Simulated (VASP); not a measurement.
## Zn: single point with PBE

Crystal: Zn.

```
Zn
1.0
     2.57244    0.00000    0.00000
    -1.28622    2.22780    0.00000
     0.00000    0.00000    5.15735
Zn
2
Direct
  0.33333 0.66667 0.25000
  0.66667 0.33333 0.75000
```

This cell differs from its parent crystal: Cd replaced by Zn, lengths x 0.908, strained.

```yaml
Program: VASP 6.6.1
Task: single point
Functional: PBE
Potentials_or_basis: VASP PAW PBE potentials, release 64 (Zn)
Cutoff: 500 eV
k_mesh: 9 × 9 × 4
Occupations: gaussian, width 0.1 eV
Spin: no spin polarisation
```

| Item | Value |
| --- | --- |
| Pressure | 4.7 GPa |
| Band gap on the k mesh | zero (band 12 reaches 4.65 eV, above the bottom of band 13 at -0.55 eV) |

Stress tensor (GPa, compression positive):
```
4.40 0.00 0.00
0.00 4.40 0.00
0.00 0.00 5.44
```

Levels at points of the mesh, in eV from the Fermi level:
```
           k point  band 10  band 11  band 12  band 13  band 14  band 15
(0.00, 0.00, 0.00)    -7.35    -7.35    -4.27    -4.05    11.20    15.23
(0.00, 0.00, 0.50)    -7.42    -7.42    -7.42     3.10     3.10    20.47
```

Wall time 21 s on 1 thread of Intel Xeon 8259CL (shared host), peak memory 0.15 GiB.

Caveat: the cell differs from its parent crystal (Cd replaced by Zn, lengths x 0.908, strained).
